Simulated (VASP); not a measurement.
# Cr (Pm-3m) in VASP: notebook

Cr is run at these levels: PBE; tasks: single point.

Everything below comes from runs of VASP 6.6.1. Logs are shortened: lines on timing, memory, paths and dates and some standing lists are left out, and cuts for length are marked.

## (1) The cell of the first run

Symmetry: Pm-3m, No. 221, cubic system. The conventional cell has a = 2.306 Å, b = 2.306 Å, c = 2.306 Å, α = 90.00°, β = 90.00°, γ = 90.00°. Within 3.0 Å of Cr (site symmetry m-3m) lie 6 Cr at 2.31 Å.

## (2) Single point, PBE, collinear spin, ferromagnetic start (volume scaled by 0.96)

Contents of INCAR:

```
ALGO = Normal ; EDIFF = 1E-6
ENCUT = 520 ; GGA = PE
ISIF = 2 ; ISMEAR = -1
ISPIN = 2 ; LASPH = True
LCHARG = False ; LMAXMIX = 4
LORBIT = 11 ; LREAL = False
LWAVE = False ; MAGMOM = 1.5
NBANDS = 16 ; NELM = 150
PREC = Accurate ; SIGMA = 0.05
```

Contents of KPOINTS:

```
k-points
0
Gamma
  15 15 15
```

Contents of POSCAR:

```
Cr
1.0
    2.3055848066      0.0000000000      0.0000000000
    0.0000000000      2.3055848066      0.0000000000
    0.0000000000      0.0000000000      2.3055848066
Cr
1
Direct
    0.0000000000      0.0000000000      0.0000000000
```

Potentials or basis: VASP PAW PBE potentials, release 64 (Cr_pv).

Run with:

```console
cat potpaw_PBE.64/Cr_pv/POTCAR > POTCAR
mpirun -np 1 vasp_std > vasp.out
```

OUTCAR:

```text
EDIFF = 1E-6
   ENCUT = 520
   GGA = PE
   ISIF = 2
   ISMEAR = -1
   ISPIN = 2
   LASPH = True
   LORBIT = 11
   LREAL = False
   NELM = 150
   PREC = Accurate

 ion  position               nearest neighbor table
   1  0.000  0.000  0.000-

  LATTYP: Found a simple cubic cell.
 ALAT       =     2.3055848066

  Lattice vectors:

 A1 = (   2.3055848066,   0.0000000000,   0.0000000000)
 A2 = (   0.0000000000,   2.3055848066,   0.0000000000)
 A3 = (   0.0000000000,   0.0000000000,   2.3055848066)

Analysis of symmetry for initial positions (statically):
=====================================================================
 Subroutine PRICEL returns:
 Original cell was already a primitive cell.

 Routine SETGRP: Setting up the symmetry group for a
 simple cubic supercell.

 Subroutine GETGRP returns: Found 48 space group operations
 (whereof 48 operations were pure point group operations)
 out of a pool of 48 trial point group operations.

The static configuration has the point symmetry O_h .

Analysis of symmetry for dynamics (positions and initial velocities):
=====================================================================
 Subroutine PRICEL returns:
 Original cell was already a primitive cell.

 Routine SETGRP: Setting up the symmetry group for a
 simple cubic supercell.

 Subroutine GETGRP returns: Found 48 space group operations
 (whereof 48 operations were pure point group operations)
 out of a pool of 48 trial point group operations.

The dynamic configuration has the point symmetry O_h .

Analysis of structural, dynamic, and magnetic symmetry:
=====================================================================
 Subroutine PRICEL returns:
 Original cell was already a primitive cell.

 Routine SETGRP: Setting up the symmetry group for a
 simple cubic supercell.

 Subroutine GETGRP returns: Found 48 space group operations
 (whereof 48 operations were pure point group operations)
 out of a pool of 48 trial point group operations.

The overall configuration has the point symmetry O_h .

 Subroutine INISYM returns: Found 48 space group operations
 (whereof 48 operations are pure point group operations),
 and found     1 'primitive' translations

----------------------------------------------------------------------------------------

                                     Primitive cell

  volume of cell :      12.2558

  direct lattice vectors                    reciprocal lattice vectors
     2.305584807  0.000000000  0.000000000     0.433729437  0.000000000  0.000000000
     0.000000000  2.305584807  0.000000000     0.000000000  0.433729437  0.000000000
     0.000000000  0.000000000  2.305584807     0.000000000  0.000000000  0.433729437

  length of vectors
     2.305584807  2.305584807  2.305584807     0.433729437  0.433729437  0.433729437

  position of ions in fractional coordinates (direct lattice)
     0.000000000  0.000000000  0.000000000

  ion indices of the primitive-cell ions
   primitive index   ion index
                 1           1

----------------------------------------------------------------------------------------

 KPOINTS: k-points

Automatic generation of k-mesh.
 Grid dimensions read from file:
 generate k-points for:   15   15   15

 Generating k-lattice:

  Cartesian coordinates                     Fractional coordinates (reciprocal lattice)
     0.028915296  0.000000000  0.000000000     0.066666667  0.000000000  0.000000000
     0.000000000  0.028915296  0.000000000     0.000000000  0.066666667  0.000000000
     0.000000000  0.000000000  0.028915296     0.000000000  0.000000000  0.066666667

  Length of vectors
     0.028915296  0.028915296  0.028915296

  Shift w.r.t. Gamma in fractional coordinates (k-lattice)
     0.000000000  0.000000000  0.000000000

 Subroutine IBZKPT returns following result:
 ===========================================

 Found    120 irreducible k-points:

 Following reciprocal coordinates:
            Coordinates               Weight
  0.000000  0.000000  0.000000      1.000000
  0.066667  0.000000  0.000000      6.000000
  0.133333  0.000000  0.000000      6.000000
  0.200000  0.000000  0.000000      6.000000
  0.266667  0.000000  0.000000      6.000000
  0.333333  0.000000  0.000000      6.000000
[... 16 lines left out ...]
  0.266667  0.200000  0.000000     24.000000
  0.333333  0.200000  0.000000     24.000000
 [... further k-points ...]
   k-points           NKPTS =    120   k-points in BZ     NKDIM =    120   number of bands    NBANDS=     16
   number of dos      NEDOS =    301   number of ions     NIONS =      1
   total plane-waves  NPLWV =   5832
   dimension x,y,z NGX =    18 NGY =   18 NGZ =   18
   dimension x,y,z NGXF=    36 NGYF=   36 NGZF=   36
   ions per type =               1
   NGX,Y,Z   is equivalent  to a cutoff of  12.98, 12.98, 12.98 a.u.
   NGXF,Y,Z  is equivalent  to a cutoff of  25.96, 25.96, 25.96 a.u.
 SYSTEM =  unknown system
   PREC   = accura    normal or accurate (medium, high low for compatibility)
   ISTART =      0    job   : 0-new  1-cont  2-samecut
   ICHARG =      2    charge: 1-file 2-atom 10-const
   ISPIN  =      2    spin polarized calculation?
   LNONCOLLINEAR =      F non collinear calculations
   LSORBIT =      F    spin-orbit coupling
   LASPH  =      T    aspherical Exc in radial PAW
   ENCUT  =  520.0 eV  38.22 Ry    6.18 a.u.   4.29  4.29  4.29*2*pi/ulx,y,z
   NELM   =    150;   NELMIN=  2; NELMDL= -5     # of ELM steps
   EDIFF  = 0.1E-05   stopping-criterion for ELM
   LREAL  =      F    real-space projection
[... 7 lines left out ...]
   TEBEG  =    0.0;   TEEND  =   0.0 temperature during run
   PSTRESS=    0.0 pullay stress
   NELECT =      12.0000    total number of electrons
   NUPDOWN=      -1.0000    fix difference up-down
   EMIN   =  10.00;   EMAX   =-10.00  energy-range for DOS
   EFERMI =   0.00;   METHOD = LEGACY
   ISMEAR =    -1;   SIGMA  =   0.05  broadening in eV -4-tet -1-fermi 0-gaus
   EFERMI_NEDOS =   21; number of points for ismear=-14 and -15
   IALGO  =     38    algorithm
   IMIX   =      4    mixing-type and parameters
     AMIX     =   0.40;   BMIX     =  1.00
     AMIX_MAG =   1.60;   BMIX_MAG =  1.00
  volume/ion in A,a.u.               =      12.26        82.71
  Fermi-wavevector in a.u.,A,eV,Ry     =   1.625627  3.071989 35.955600  2.642662
  Thomas-Fermi vector in A             =   2.718719
   LORBIT       =     11    0 simple, 1 ext, 2 COOP (PROOUT), +10 PAW based schemes
   GGA     = PE    functional components
   LHFCALC =     F    Hartree Fock is set to
   AEXX    =    0.0000 exact exchange contribution
   IVDW    =     0    specifies the selected vdW correction
   LEPSILON=     F    determine dielectric tensor
   LRPA    =     F    only Hartree local field effects (RPA)
 spin polarized calculation
  energy-cutoff  :      520.00
  volume of cell :       12.26
 maximum number of plane-waves:       341
 NGX is ok and might be reduce to    18
   NGX =  9   NGY =  9   NGZ =  9

 number of electron      11.9999990 magnetization       0.0044040

 number of electron      11.9999990 magnetization      -0.0001173

 Free energy of the ion-electron system (eV)
  ---------------------------------------------------
  ext. energy  EPLUGINS =         0.00000000
  ---------------------------------------------------
  free energy    TOTEN  =        -8.47863977 eV

  energy without entropy =       -8.46228876  energy(sigma->0) =       -8.47046426

 E-fermi :  10.2222     XC(G=0): -13.1980

 val. band max:       10.2184431406   @ k =   0.3333   0.2667   0.2000
 cond. band min:      10.2261904293   @ k =   0.4667   0.3333   0.2000
 fundamental gap:      0.0077472887
 Fermi energy:        10.2222481834

 spin component 1

 k-point     1 :       0.0000    0.0000    0.0000
  band No.  band energies     occupation
      1     -32.2210      1.00000
      2     -32.2210      1.00000
      3     -32.2210      1.00000
      4       2.7330      1.00000
      5       6.8885      1.00000
      6       6.8885      1.00000
[... 8 lines left out ...]
     15      35.4615      0.00000
     16      39.5776      0.00000

 k-point     2 :       0.0667    0.0000    0.0000
  band No.  band energies     occupation
      1     -32.2740      1.00000
      2     -32.2165      1.00000
      3     -32.2165      1.00000
      4       2.8806      1.00000
      5       6.9210      1.00000
      6       6.9990      1.00000
[... 8 lines left out ...]
     15      36.2825      0.00000
     16      40.2982      0.00000

 k-point     3 :       0.1333    0.0000    0.0000
  band No.  band energies     occupation
      1     -32.4226      1.00000
      2     -32.2038      1.00000
      3     -32.2038      1.00000
      4       3.3060      1.00000
      5       7.0139      1.00000
      6       7.3193      1.00000
[... 8 lines left out ...]
     15      37.0361      0.00000
     16      42.6169      0.00000

 k-point     4 :       0.2000    0.0000    0.0000
  band No.  band energies     occupation
      1     -32.6380      1.00000
      2     -32.1849      1.00000
      3     -32.1849      1.00000
      4       3.9613      1.00000
      5       7.1539      1.00000
      6       7.8115      1.00000
[... 8 lines left out ...]
     15      37.2409      0.00000
     16      45.9273      0.00000
[... 324 lines left out ...]
 k-point    22 :       0.2000    0.2000    0.0000
  band No.  band energies     occupation
      1     -32.6116      1.00000
      2     -32.5740      1.00000
      3     -32.1495      1.00000
      4       5.0264      1.00000
      5       7.6787      1.00000
      6       8.4744      1.00000
[... 8 lines left out ...]
     15      40.9936      0.00000
     16      43.0320      0.00000

 k-point    23 :       0.2667    0.2000    0.0000
  band No.  band energies     occupation
      1     -32.8319      1.00000
      2     -32.5642      1.00000
      3     -32.1283      1.00000
      4       5.6696      1.00000
      5       7.8340      1.00000
      6       8.9841      1.00000
[... 8 lines left out ...]
     15      39.2261      0.00000
     16      44.5713      0.00000

 k-point    24 :       0.3333    0.2000    0.0000
  band No.  band energies     occupation
      1     -33.0541      1.00000
      2     -32.5390      1.00000
      3     -32.1079      1.00000
      4       6.3149      1.00000
      5       7.9205      1.00000
      6       9.2382      1.00000
[... 8 lines left out ...]
     15      37.5620      0.00000
     16      44.0869      0.00000

 [... further k-points ...]

 spin component 2

 k-point     1 :       0.0000    0.0000    0.0000
  band No.  band energies     occupation
      1     -32.2212      1.00000
      2     -32.2211      1.00000
      3     -32.2211      1.00000
      4       2.7330      1.00000
      5       6.8884      1.00000
      6       6.8884      1.00000
[... 8 lines left out ...]
     15      35.4613      0.00000
     16      39.5776      0.00000

 k-point     2 :       0.0667    0.0000    0.0000
  band No.  band energies     occupation
      1     -32.2741      1.00000
      2     -32.2166      1.00000
      3     -32.2166      1.00000
      4       2.8805      1.00000
      5       6.9209      1.00000
      6       6.9989      1.00000
[... 8 lines left out ...]
     15      36.2823      0.00000
     16      40.2982      0.00000

 k-point     3 :       0.1333    0.0000    0.0000
  band No.  band energies     occupation
      1     -32.4227      1.00000
      2     -32.2039      1.00000
      3     -32.2039      1.00000
      4       3.3059      1.00000
      5       7.0139      1.00000
      6       7.3192      1.00000
[... 8 lines left out ...]
     15      37.0360      0.00000
     16      42.6169      0.00000

 k-point     4 :       0.2000    0.0000    0.0000
  band No.  band energies     occupation
      1     -32.6382      1.00000
      2     -32.1850      1.00000
      3     -32.1850      1.00000
      4       3.9613      1.00000
      5       7.1539      1.00000
      6       7.8114      1.00000
[... 8 lines left out ...]
     15      37.2408      0.00000
     16      45.9273      0.00000
[... 324 lines left out ...]
 k-point    22 :       0.2000    0.2000    0.0000
  band No.  band energies     occupation
      1     -32.6117      1.00000
      2     -32.5742      1.00000
      3     -32.1497      1.00000
      4       5.0264      1.00000
      5       7.6786      1.00000
      6       8.4743      1.00000
[... 8 lines left out ...]
     15      40.9936      0.00000
     16      43.0319      0.00000

 k-point    23 :       0.2667    0.2000    0.0000
  band No.  band energies     occupation
      1     -32.8320      1.00000
      2     -32.5643      1.00000
      3     -32.1284      1.00000
      4       5.6696      1.00000
      5       7.8339      1.00000
      6       8.9840      1.00000
[... 8 lines left out ...]
     15      39.2261      0.00000
     16      44.5713      0.00000

 k-point    24 :       0.3333    0.2000    0.0000
  band No.  band energies     occupation
      1     -33.0542      1.00000
      2     -32.5391      1.00000
      3     -32.1080      1.00000
      4       6.3149      1.00000
      5       7.9204      1.00000
      6       9.2381      1.00000
[... 8 lines left out ...]
     15      37.5620      0.00000
     16      44.0869      0.00000

 [... further k-points ...]
[... 5 lines left out ...]
  --------------------------------------------------------------------------------------
  -------------------------------------------------------------------------------------
  Total        0.7034638      0.7034638      0.7034638      0.0000000      0.0000000      0.0000000
  in kB       91.9621330     91.9621330     91.9621330      0.0000000      0.0000000      0.0000000
  external PRESSURE =      91.9621330 kB  Pullay stress =       0.0000000 kB

 VOLUME and BASIS-vectors are now :
 -----------------------------------------------------------------------------
  energy-cutoff  :      520.00
  volume of cell :       12.26
      direct lattice vectors                 reciprocal lattice vectors
     2.305584807  0.000000000  0.000000000     0.433729437  0.000000000  0.000000000
     0.000000000  2.305584807  0.000000000     0.000000000  0.433729437  0.000000000
     0.000000000  0.000000000  2.305584807     0.000000000  0.000000000  0.433729437

 POSITION                                       TOTAL-FORCE (eV/Angst)
 -----------------------------------------------------------------------------------
      0.00000      0.00000      0.00000         0.000000      0.000000      0.000000
 -----------------------------------------------------------------------------------
    total drift:                               -0.000000      0.000000      0.000000

  FREE ENERGIE OF THE ION-ELECTRON SYSTEM (eV)
  ---------------------------------------------------
  free  energy   TOTEN  =        -8.4786397699 eV

  energy  without entropy=       -8.4622887559  energy(sigma->0) =       -8.47046426

 total charge

# of ion       s       p       d       tot
------------------------------------------
    1        0.453   6.318   4.399  11.170

 magnetization (x)

# of ion       s       p       d       tot
------------------------------------------
    1        0.000  -0.000  -0.000  -0.000
```

Wall time 19 s (1 thread of Intel Xeon 6975P-C (Granite Rapids), shared host); peak memory 0.15 GiB.

What came out:

* Free energy: -8.4786 eV
* Pressure: 9.2 GPa
* Band gap on the k mesh: zero (filled and empty bands overlap)
* Net moment: 0.00 μB per cell
* Valence electrons inside the program's atomic spheres: Cr 11.17

Caveat: the cell differs from its parent crystal (volume scaled by 0.96); the starting moments collapsed, and a magnetic state may lie lower.

## (3) Single point, PBE, collinear spin, ferromagnetic start

This run uses another cell than the first one, of 12.77 Å³/atom, 1.042 times its volume.

Contents of INCAR:

```
PREC     = Accurate       # precision mode
ENCUT    = 520            # plane-wave cutoff, eV
EDIFF    = 1E-6           # SCF threshold, eV
ISMEAR   = -1             # smearing method
SIGMA    = 0.05           # smearing width, eV
LREAL    = False          # projectors in reciprocal space
LASPH    = True           # aspherical terms in the spheres
NELM     = 150            # most SCF steps
ALGO     = Normal         # electronic algorithm
ISIF     = 2              # what is computed and relaxed
LWAVE    = False          # write WAVECAR
LCHARG   = False          # write CHGCAR
ISPIN    = 2              # spin polarisation
MAGMOM   = 1.5            # initial moments
LORBIT   = 11             # projections on sites
LMAXMIX  = 4              # l up to which the mixer works
GGA      = PE             # functional
NBANDS   = 16             # bands
```

Contents of KPOINTS:

```
regular mesh
0
Gamma
  15 15 15
```

Contents of POSCAR:

```
Cr
1.0
    2.3371720853      0.0000000000      0.0000000000
    0.0000000000      2.3371720853      0.0000000000
    0.0000000000      0.0000000000      2.3371720853
Cr
1
Direct
    0.0000000000      0.0000000000      0.0000000000
```

Potentials or basis: VASP PAW PBE potentials, release 64 (Cr_pv).

Run with:

```console
cat potpaw_PBE.64/Cr_pv/POTCAR > POTCAR
mpirun -np 1 vasp_std > vasp.out
```

Wall time 21 s (1 thread of Intel Xeon 6975P-C (Granite Rapids), shared host); peak memory 0.15 GiB.

It converged, with:

```
Free energy                                           : -8.4942 eV
Pressure                                              : 0.7 GPa
Band gap on the k mesh                                : zero (filled and empty bands overlap)
Net moment                                            : 0.00 μB per cell
Valence electrons inside the program's atomic spheres : Cr 11.09
```

Levels at points of the mesh, in eV from the Fermi level:
Spin up:
```csv
k point,band 3,band 4,band 5,band 6,band 7,band 8,band 9,band 10
"(0.00, 0.00, 0.00)",-42.49,-7.33,-3.16,-3.16,2.50,2.50,2.50,7.56
```
Spin down:
```
           k point  band 4  band 5  band 6  band 7  band 8  band 9
(0.00, 0.00, 0.00)   -7.33   -3.16   -3.16    2.50    2.50    2.50
```

Caveat: the starting moments collapsed, and a magnetic state may lie lower.

(Continued in part 2 of 2.)
